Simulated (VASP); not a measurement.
Input of a VASP 6.6.1 run:

File INCAR:

```
PREC = Accurate
ENCUT = 520
EDIFF = 1E-7
ISMEAR = -1
SIGMA = 0.1
LREAL = F
LASPH = T
NELM = 60
ALGO = Normal
ISIF = 2
LWAVE = F
LCHARG = F
GGA = PS
NBANDS = 12
```

The input KPOINTS:

```
Automatic mesh
0
Gamma
  16 16 16
```

POSCAR

```
In
1.0
   -1.8623988071      1.8623988071      1.8623988071
    1.8623988071     -1.8623988071      1.8623988071
    1.8623988071      1.8623988071     -1.8623988071
In
1
Direct
    0.0000000000      0.0000000000      0.0000000000
```

Potentials or basis: VASP PAW PBE potentials, release 64 (In_d).

Run with:

```sh
$ cat potpaw_PBE.64/In_d/POTCAR > POTCAR
$ mpirun -np 1 vasp_std > vasp.out
```

(1) Estimate the pressure.

Results:

(1) 0.0 GPa.

Caveat: the PAW data sets were made with another functional, which shifts forces and pressure a little.
